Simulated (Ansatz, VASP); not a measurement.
Two plane-wave programs on Al2O3

INCAR

```
SYSTEM = Al2O3
  PREC = Accurate
  ENCUT = 600
  EDIFF = 1E-6
  ISMEAR = 0
  SIGMA = 0.1
  LREAL = .FALSE.
  LASPH = .TRUE.
  NELM = 200
  ALGO = Normal
  ISIF = 2
  LWAVE = .FALSE.
  LCHARG = .FALSE.
  ISPIN = 2
  MAGMOM = 0 0 1 1 1
  LORBIT = 11
  GGA = PE
  NBANDS = 24
  GGA_COMPAT = .FALSE.
```

The input KPOINTS:

```
regular mesh
0
G
  6 6 4
  0 0 0
```

File POSCAR:

```
Al2O3
1.0
    4.2897651473      0.0000000000      0.0000000000
   -2.1448825737      3.7150455938      0.0000000000
    0.0000000000      0.0000000000      6.7887130690
Al O
2 3
Direct
    0.3333333333      0.6666666667      0.0000000000
    0.6666666667      0.3333333333      0.0000000000
    0.0000000000      0.0000000000      0.4076773911
    0.0000000000      0.0000000000      0.5923226089
    0.0000000000      0.0000000000      0.0000000000
```

Input for Ansatz:

```yaml
crystal:
  lattice:
    - [4.2897651473, 0.0, 0.0]
    - [-2.1448825737, 3.7150455938, 0.0]
    - [0.0, 0.0, 6.788713069]
  atoms:
    - { symbol: Al, position: [0.3333333333, 0.6666666667, 0.0] }
    - { symbol: Al, position: [0.6666666667, 0.3333333333, 0.0] }
    - { symbol: O, position: [0.0, 0.0, 0.4076773911], spin: 1.0 }
    - { symbol: O, position: [0.0, 0.0, 0.5923226089], spin: 1.0 }
    - { symbol: O, position: [0.0, 0.0, 0.0], spin: 1.0 }
basis:
  ecutwfc: 420
kpoints:
  mp_grid: { grid: [6, 6, 4] }
hamiltonian:
  xc: pbe
scf:
  occupations: { method: gaussian, width: 0.1 }
  lower_state_search: "off"
output:
  forces: true
  stress: true
  eigenvalues: true
  populations: true
magnetization:
  spin_polarized: true
```

Alike in both runs: task single point; functional PBE; k mesh 6 × 6 × 4; occupations gaussian, width 0.1 eV; collinear spin.

```csv
,VASP,Ansatz
version,VASP 6.6.1,Ansatz 0.2.0
potentials or method,"VASP PAW PBE potentials, release 64 (Al, O), cutoff 600 eV","scalar-relativistic, plane waves, PAW"
valence electrons in the cell,24,24
```

|  | VASP | Ansatz | Ansatz less VASP |
| --- | --- | --- | --- |
| gap on the k mesh at the Fermi level (eV) | none | none | - |
| pressure (GPa) | 1.4 | 1.1 | -0.31 |
| traceless stress, the component that is largest in VASP (GPa) | 0.75 | -0.23 | -0.985 |
| rms of the force components (eV/Å) | 0.106 | 0.192 | +0.0861 |
| net moment per atom (μB) | 0.35 | 0.35 | 0.000 |
| size of the moment on the site where the two differ most (μB) | 0.69 | 0.49 | -0.199 |

Site moments also hang on the region over which each program counts them. Atom by atom the forces differ by 0.297 eV/Å (rms over components). A gap of «none» marks a metal or a gap that the smearing closes. One of these differences is far larger than is usual between the two programs; its cause wasn't traced.

Noted on VASP's run: the standard files for N, O and F lose accuracy on very short bonds.
